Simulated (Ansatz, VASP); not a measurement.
## One calculation of Ni, two programs

```
Ni
1.0
     2.44802    0.00000    0.00000
    -1.22401    2.12005    0.00000
     0.00000    0.00000    4.07281
Ni
2
Direct
  0.33333 0.66667 0.25000
  0.66667 0.33333 0.75000
```

Alike in both runs: task single point; functional PBEsol; k mesh 13 × 13 × 7; occupations fermi-dirac, width 0.2 eV; collinear spin.

|  | VASP | Ansatz |
| --- | --- | --- |
| version | VASP 6.6.1 | Ansatz 0.2.0 |
| potentials or method | VASP PAW PBE potentials, release 64 (Ni) | plane waves, PAW |
| plane-wave cutoff (eV) | 600 | 420 |
| valence electrons in the cell | 20 | 36 |

|  | VASP | Ansatz | Ansatz less VASP |
| --- | --- | --- | --- |
| pressure (GPa) | -2.3 | -2.1 | +0.12 |
| traceless stress, the component that is largest in VASP (GPa) | -2.81 | -2.84 | -0.033 |
| net moment per atom (μB) | 0.46 | 0.49 | +0.024 |
| size of the moment on the site where the two differ most (μB) | 0.47 | 0.51 | +0.044 |

VASP's potentials were made for PBE, not for PBEsol. Site moments also hang on the region over which each program counts them. With one functional, cell and mesh, what is left measures potentials, basis and numerics. VASP's potentials hold 20 valence electrons a cell and Ansatz's 36, so a difference there can come from the potentials and not from the codes.
